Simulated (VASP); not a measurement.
Wanted: the native input for a VASP 6.6.1 run.

```yaml
Task: single point
Functional: LDA
Potentials_or_basis: VASP PAW LDA potentials, release 64 (Fe, Ni)
Cutoff: 520 eV
k_mesh: 8 × 8 × 8
Occupations: fermi-dirac, width 0.05 eV
Spin: collinear spin, ferrimagnetic start
Starting_moments: "[4.5, -2.0, 2.0, -2.0] μB"
Dipole_correction: no
k_mesh_for_the_DOS: 12 × 12 × 12
Occupations_for_the_DOS: tetrahedron
Further_INCAR_settings: ALGO = Normal; EDIFF = 1e-06
```

The system is FeNi3.

```
Fe Ni
1.0
     0.00000    2.79037    2.79037
     2.79037    0.00000    2.79037
     2.79037    2.79037    0.00000
Fe Ni
1 3
Direct
  0.00000 0.00000 0.00000
  0.75000 0.75000 0.75000
  0.25000 0.25000 0.25000
  0.50000 0.50000 0.50000
```

The input as run:

POSCAR

```
FeNi3
1.0
    0.0000000000      2.7903698700      2.7903698700
    2.7903698700      0.0000000000      2.7903698700
    2.7903698700      2.7903698700      0.0000000000
Fe Ni
1 3
Direct
    0.0000000000      0.0000000000      0.0000000000
    0.7500000009      0.7500000009      0.7500000009
    0.2500000009      0.2500000009      0.2500000009
    0.5000000000      0.5000000000      0.5000000000
```

INCAR.step1

```
PREC = Accurate
ENCUT = 520
EDIFF = 1E-6
ISMEAR = -1
SIGMA = 0.05
LREAL = F
LASPH = T
NELM = 150
ALGO = Normal
ISIF = 2
LWAVE = F
LCHARG = T
ISPIN = 2
MAGMOM = 4.5 -2 2 -2
LMAXMIX = 4
NBANDS = 31
```

KPOINTS.step1

```
regular mesh
0
Gamma
  8 8 8
```

INCAR.step2

```
PREC = Accurate
ENCUT = 520
EDIFF = 1E-6
ISMEAR = -5
SIGMA = 0.05
LREAL = F
LASPH = T
NELM = 150
ALGO = Normal
ISIF = 2
LWAVE = F
LCHARG = F
ISPIN = 2
MAGMOM = 4.5 -2 2 -2
LORBIT = 11
LMAXMIX = 4
NEDOS = 2001
ICHARG = 11
```

KPOINTS.step2

```
regular mesh
0
Gamma
  12 12 12
```

Potentials or basis: VASP PAW LDA potentials, release 64 (Fe, Ni).

Run with:

```console
$ cat potpaw_LDA.64/Fe/POTCAR potpaw_LDA.64/Ni/POTCAR > POTCAR
$ cp INCAR.step1 INCAR
$ cp KPOINTS.step1 KPOINTS
$ mpirun -np 1 vasp_std > vasp.out
$ cp INCAR.step2 INCAR
$ cp KPOINTS.step2 KPOINTS
$ mpirun -np 1 vasp_std > vasp.out
```

It gave:

```
Net moment                                            : 4.22 μB per cell
Site moments                                          : Fe +2.69; Ni +0.59, +0.27 (each value once) μB
Valence electrons inside the program's atomic spheres : Fe 7.16; Ni 9.39, 9.40 (each value once)
```

It took 2.7 min on 1 thread of AMD EPYC 7R43 64-Core Processor (Zen 3), with other jobs on the host, peak memory 0.2 GiB.
